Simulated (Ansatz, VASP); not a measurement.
# K2ICl in VASP and in Ansatz

```
Cl I K
1.0
     2.35742    1.36106    7.76360
    -2.35742    1.36106    7.76360
     0.00000   -2.72212    7.76360
Cl I K
1 1 2
Cartesian
  2.3574 1.3611 7.7636
  0.0000 0.0000 11.6454
  0.0000 0.0000 6.0543
  0.0000 0.0000 17.2365
```

Alike in both runs: task single point; functional PBE; k mesh 6 × 6 × 6; non-collinear spin, spin-orbit coupling.

|  | VASP | Ansatz |
| --- | --- | --- |
| version | VASP 6.6.1 | Ansatz 0.2.0 |
| potentials or method | VASP PAW PBE potentials, release 64 (Cl, I, K_sv) | plane waves, PAW |
| plane-wave cutoff (eV) | 520 | 420 |
| occupations | gaussian, width 0.01 eV | fixed |
| valence electrons in the cell | 32 | 42 |

```tsv
	VASP	Ansatz	Ansatz less VASP
pressure (GPa)	0.6	0.6	-0.02
rms of the force components (eV/Å)	0.006	0.006	+0.0005
net moment per atom (μB)	0.00	0.00	0.000
```

Atom by atom the forces differ by 0.000 eV/Å (rms over components). VASP's potentials hold 32 valence electrons a cell and Ansatz's 42, so a difference there can come from the potentials and not from the codes.
